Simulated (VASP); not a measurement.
A run of VASP 6.6.1:

File INCAR:

```
SYSTEM = K8Ta5Nb3O24
PREC = Accurate ; ENCUT = 520
EDIFF = 1E-7 ; ISMEAR = -1
SIGMA = 0.05 ; LREAL = Auto
LASPH = .TRUE. ; NELM = 100
ALGO = Normal ; ISIF = 2
LWAVE = .FALSE. ; LCHARG = .TRUE.
GGA = PS ; LELF = .TRUE.
LVHAR = .TRUE. ; NBANDS = 181
ISYM = 0
```

The input KPOINTS:

```
Automatic mesh
0
Gamma
  1 1 1
  0.25 0.25 0.25
```

The input POSCAR:

```
K8Ta5Nb3O24
1.0
    7.9822658419      0.0000000000      0.0000000000
    0.0000000000      7.9822658419      0.0000000000
    0.0000000000      0.0000000000      7.9822658419
K Ta Nb O
8 5 3 24
Direct
    0.9982170000      0.9980360000      0.9981770000
    0.9976240000      0.9978530000      0.4984820000
    0.9982030000      0.4983860000      0.9982740000
    0.9977500000      0.4979200000      0.4981420000
    0.4981000000      0.9983040000      0.9980720000
    0.4980540000      0.9982400000      0.4987480000
    0.4978400000      0.4983830000      0.9981670000
    0.4976600000      0.4977980000      0.4985050000
    0.2480690000      0.2482650000      0.2445100000
    0.2480450000      0.7483290000      0.2449460000
    0.7480660000      0.2482080000      0.2485640000
    0.7444790000      0.2446770000      0.7486240000
    0.7479800000      0.7482130000      0.2444900000
    0.2441900000      0.2408060000      0.7442890000
    0.2406310000      0.7407910000      0.7446710000
    0.7406510000      0.7444020000      0.7442620000
    0.2516550000      0.2524440000      0.0026440000
    0.2515620000      0.2524820000      0.5026430000
    0.2524260000      0.7525370000      0.0029630000
    0.2524370000      0.7525370000      0.5030190000
    0.7516180000      0.2518770000      0.0020350000
    0.7517230000      0.2518120000      0.5020400000
    0.7523230000      0.7517530000      0.0026720000
    0.7523660000      0.7518520000      0.5026900000
    0.0011650000      0.2510480000      0.2521240000
    0.0024750000      0.2530500000      0.7521820000
    0.0015330000      0.7511420000      0.2528090000
    0.0033650000      0.7532350000      0.7529660000
    0.5011660000      0.2510890000      0.2521290000
    0.5024700000      0.2531220000      0.7521010000
    0.5015490000      0.7511190000      0.2527860000
    0.5033580000      0.7531980000      0.7529150000
    0.2510020000      0.0016740000      0.2527760000
    0.2530850000      0.0035060000      0.7528910000
    0.2509600000      0.5016590000      0.2527810000
    0.2529860000      0.5034880000      0.7529430000
    0.7509490000      0.0013120000      0.2521040000
    0.7529090000      0.0026510000      0.7522320000
    0.7509720000      0.5013270000      0.2522480000
    0.7529600000      0.5026580000      0.7521580000
```

Potentials or basis: VASP PAW PBE potentials, release 64 (K_sv, Ta_pv, Nb_sv, O).

Run with:

```sh
$ cat potpaw_PBE.64/K_sv/POTCAR potpaw_PBE.64/Ta_pv/POTCAR potpaw_PBE.64/Nb_sv/POTCAR potpaw_PBE.64/O/POTCAR > POTCAR
$ mpirun -np 1 vasp_std > vasp.out
```

Hardware: 1 thread of Intel Xeon 8259CL, on a shared host.

Q: Estimate the wall time of this run.

A: Wall time 29 min on 1 thread of Intel Xeon 8259CL, with other jobs on the host, peak memory 0.65 GiB. Counts: scf iterations 19, k points 4.
